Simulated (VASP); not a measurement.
Here is a VASP 6.6.1 calculation.

The input INCAR:

```
  ALGO = Normal
  EDIFF = 1E-6
  ENCUT = 520
  GGA = PS
  ISIF = 2
  ISMEAR = 0
  LASPH = True
  LCHARG = False
  LREAL = False
  LWAVE = False
  NBANDS = 8
  NELM = 60
  PREC = Accurate
  SIGMA = 0.15
```

KPOINTS

```
k-points
0
Gamma
  18 18 18
```

File POSCAR:

```
Li
1.0
    0.0000000000      2.1359400000      2.2680600000
    2.1359400000      0.0000000000      2.2680600000
    2.1359400000      2.1359400000      0.0000000000
Li
1
Direct
    0.0000000000      0.0000000000      0.0000000000
```

Potentials or basis: VASP PAW PBE potentials, release 64 (Li_sv).

The run is started by

```sh
$ cat potpaw_PBE.64/Li_sv/POTCAR > POTCAR
$ mpirun -np 1 vasp_std > vasp.out
```

Problem. What does it give for the band gap on the k mesh?

Solution. Zero (an odd number of electrons rules out a gap without spin polarisation).

Caveat: the cell differs from its parent crystal (strain -0.030 along x and y, +0.030 along z).
